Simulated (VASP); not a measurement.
Here is a VASP 6.6.1 calculation.

Contents of POSCAR:

```
Sr
1.0
    0.0000000000      3.0521103947      3.0521103947
    3.0521103947      0.0000000000      3.0521103947
    3.0521103947      3.0521103947      0.0000000000
Sr
1
Direct
    0.0000000000      0.0000000000      0.0000000000
```

INCAR.step1

```
PREC = Accurate ; ENCUT = 520
ISMEAR = -1 ; SIGMA = 0.1
LREAL = False ; LASPH = True
NELM = 80 ; NBANDS = 11
GGA = PE ; ALGO = Normal
EDIFF = 1E-4 ; LWAVE = True
LCHARG = False
```

File INCAR.step2:

```
PREC = Accurate ; ENCUT = 520
EDIFF = 1E-6 ; ISMEAR = -1
SIGMA = 0.1 ; LREAL = False
LASPH = True ; NELM = 80
ALGO = Normal ; ISIF = 2
LWAVE = False ; LCHARG = False
METAGGA = R2SCAN ; LMIXTAU = True
NBANDS = 11 ; ISTART = 1
```

File KPOINTS:

```
Automatic mesh
0
Gamma
  9 9 9
```

Potentials or basis: VASP PAW PBE potentials, release 64 (Sr_sv).

Command:

```sh
$ cat potpaw_PBE.64/Sr_sv/POTCAR > POTCAR
$ cp INCAR.step1 INCAR
$ mpirun -np 1 vasp_std > vasp.out
$ cp INCAR.step2 INCAR
$ mpirun -np 1 vasp_std > vasp.out
```

**Question.** Estimate the band gap on the k mesh.

**Answer.** Zero (band 5 reaches 1.46 eV, above the bottom of band 6 at 1.45 eV).

**Question.** Predict the pressure.

**Answer.** 0.0 GPa.

Caveat: the PAW data sets were made with another functional, which shifts forces and pressure a little.
